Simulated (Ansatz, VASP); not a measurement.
# Two plane-wave programs on TiAl3

```
CELL_PARAMETERS angstrom
4.01603 0.01428 -0.03224
0.01428 3.98494 -0.01452
-0.03224 -0.01452 3.94115
ATOMIC_POSITIONS crystal
Ti 0.01540 0.96154 0.00663
Al 0.49287 0.51563 0.99447
Al 0.49188 0.01842 0.50419
Al 0.99985 0.50441 0.49471
```

Change from the starting cell: all atoms moved at random, cell strained at random.

Alike in both runs: task single point; functional PBEsol; k mesh 10 × 10 × 10; occupations gaussian, width 0.1 eV; no spin polarisation.

```csv
,VASP,Ansatz
version,VASP 6.6.1,Ansatz 0.2.0
potentials or method,"VASP PAW PBE potentials, release 64 (Ti_sv, Al), cutoff 520 eV","scalar-relativistic, plane waves, PAW"
valence electrons in the cell,21,21
```

Ansatz gave:

| Item | Value |
| --- | --- |
| gap on the k mesh at the Fermi level (eV) | none |
| pressure (GPa) | -1.0 |
| traceless stress, the component that is largest in VASP (GPa) | -1.44 |
| rms of the force components (eV/Å) | 0.663 |

Question: What did VASP give for the same quantities?

Answer: gap on the k mesh at the Fermi level (eV): none; pressure (GPa): -0.9; traceless stress, the component that is largest in VASP (GPa): -1.44; rms of the force components (eV/Å): 0.666.

VASP's potentials were made for PBE, not for PBEsol. Atom by atom the forces differ by 0.003 eV/Å (rms over components). A gap of «none» marks a metal or a gap that the smearing closes.
